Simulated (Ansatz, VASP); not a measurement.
## Two plane-wave programs on NbN

```
CELL_PARAMETERS angstrom
0.00000 2.19450 2.19450
4.38900 2.19450 2.19450
4.38900 4.38900 0.00000
ATOMIC_POSITIONS crystal
Nb 0.50000 0.50000 0.00000
Nb 0.50000 0.50000 0.50000
N 0.00000 0.00000 0.00000
N 0.00000 0.00000 0.50000
```

Alike in both runs: task single point; functional PBE; k mesh 7 × 7 × 7; occupations gaussian, width 0.05 eV; non-collinear spin; Hubbard terms Nb d U = 2.0 eV.

|  | VASP | Ansatz |
| --- | --- | --- |
| version | VASP 6.6.1 | Ansatz 0.2.0 |
| potentials or method | VASP PAW PBE potentials, release 64 (Nb_sv, N), cutoff 600 eV | scalar-relativistic, plane waves, PAW |
| valence electrons in the cell | 36 | 36 |

Ansatz gave:

| Property | Result |
| --- | --- |
| gap on the k mesh at the Fermi level (eV) | none |
| pressure (GPa) | 8.3 |
| net moment per atom (μB) | 0.03 |
| size of the moment on the site where the two differ most (μB) | 0.05 |

Q: Which values does VASP return?

A: gap on the k mesh at the Fermi level (eV): none; pressure (GPa): 11.1; net moment per atom (μB): 0.00; size of the moment on the site where the two differ most (μB): 0.00.

Site moments also hang on the region over which each program counts them. The programs project onto different local orbitals, so the same U acts differently, and such runs can settle in different states. A gap of «none» marks a metal or a gap that the smearing closes. Ansatz's warnings: filled band counts differ across k points, seeded moment not kept, specified occupation not kept.
